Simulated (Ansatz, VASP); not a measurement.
**Two plane-wave programs on LiH**

```
CELL_PARAMETERS angstrom
0.00000 2.03675 2.03675
2.03675 0.00000 2.03675
2.03675 2.03675 0.00000
ATOMIC_POSITIONS crystal
Li 0.00000 0.00000 0.00000
H 0.50000 0.50000 0.50000
```

Alike in both runs: task single point; functional PBE; k mesh 4 × 4 × 4; occupations gaussian, width 0.02 eV; no spin polarisation.

|  | VASP | Ansatz |
| --- | --- | --- |
| version | VASP 6.6.1 | Ansatz 0.2.0 |
| potentials or method | VASP PAW PBE potentials, release 64 (Li_sv, H), cutoff 750 eV | scalar-relativistic, plane waves, PAW |
| valence electrons in the cell | 4 | 4 |

```csv
,VASP,Ansatz,Ansatz less VASP
gap on the k mesh at the Fermi level (eV),3.00,3.01,+0.005
least direct gap on the mesh (eV),3.00,3.01,+0.005
pressure (GPa),-1.5,-1.4,+0.16
```

The k mesh is coarse, so the values compare programs but aren't converged.
